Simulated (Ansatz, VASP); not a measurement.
# Mg: VASP beside Ansatz

```
Mg
1.0
     3.17202    0.00000    0.00000
    -1.58601    2.74705    0.00000
     0.00000    0.00000    5.14120
Mg
2
Direct
  0.33333 0.66667 0.25000
  0.66667 0.33333 0.75000
```

Alike in both runs: task relaxation of cell and atoms; functional r2SCAN; k mesh 18 × 18 × 8; occupations gaussian, width 0.1 eV; no spin polarisation.

```csv
,VASP,Ansatz
version,VASP 6.6.1,Ansatz 0.2.0
potentials or method,"VASP PAW PBE potentials, release 64 (Mg), cutoff 600 eV","scalar-relativistic, plane waves, PAW"
valence electrons in the cell,4,20
```

|  | VASP | Ansatz | Ansatz less VASP |
| --- | --- | --- | --- |
| gap on the k mesh at the Fermi level, each at its own relaxed structure (eV) | none | none | - |
| relaxed volume (Å³/atom) | 22.41 | 22.56 | +0.151 |
| relaxed length of the cell vector where the two differ most in proportion (Å) | 3.182 | 3.190 | +0.0078 |

VASP's potentials were made for PBE, not for r2SCAN. A gap of «none» marks a metal or a gap that the smearing closes. VASP's potentials hold 4 valence electrons a cell and Ansatz's 20, so a difference there can come from the potentials and not from the codes.
